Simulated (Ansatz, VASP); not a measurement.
# Si12O23 in VASP and in Ansatz

```
Si O
1.0
    -2.49840    4.32736    5.45760
     4.99680    0.00000    5.45760
     4.99680    8.65471    0.00000
Si O
12 23
Direct
  0.75135 0.26921 0.13379
  0.16635 0.21104 0.17214
  0.60349 0.08579 0.97328
  0.73195 0.25473 0.63178
  0.15901 0.15540 0.64919
  0.59262 0.06252 0.46560
  0.23366 0.76701 0.36882
  0.66371 0.65830 0.40388
  0.09670 0.53942 0.21054
  0.24362 0.74747 0.87019
  0.66010 0.67430 0.91356
  0.09358 0.56825 0.70525
  0.98376 0.26585 0.09590
  0.37075 0.16505 0.04613
  0.13615 0.68725 0.04417
  0.14793 0.00173 0.29948
  0.73237 0.10115 0.07104
  0.97158 0.21862 0.57964
  0.35332 0.09417 0.52081
  0.12320 0.72204 0.54332
  0.13624 0.97177 0.79605
  0.17144 0.34122 0.69441
  0.67091 0.09314 0.58827
  0.47139 0.72970 0.33937
  0.85697 0.58343 0.28089
  0.64925 0.22539 0.31023
  0.63335 0.47761 0.55170
  0.69283 0.84066 0.44543
  0.19597 0.61209 0.30200
  0.47580 0.73630 0.84157
  0.86104 0.61675 0.79015
  0.65609 0.22835 0.80796
  0.63414 0.48546 0.05614
  0.66028 0.85732 0.96848
  0.22725 0.59405 0.79369
```

Alike in both runs: functional PBE; dispersion D3(BJ); k mesh 2 × 2 × 2; occupations fermi-dirac, width 0.02 eV; no spin polarisation.

Ansatz relaxed the structure, and its values are those at the end. VASP's run is a single point on that final structure, the one shown.

|  | VASP | Ansatz |
| --- | --- | --- |
| version | VASP 6.6.1 | Ansatz 0.2.0 |
| potentials or method | VASP PAW PBE potentials, release 64 (Si, O), cutoff 520 eV | scalar-relativistic, plane waves, PAW |
| valence electrons in the cell | 186 | 186 |

```csv
,VASP,Ansatz,Ansatz less VASP
rms of the force components (eV/Å),0.010,0.001,-0.0090
```

The k mesh is coarse, so the values compare programs but aren't converged.
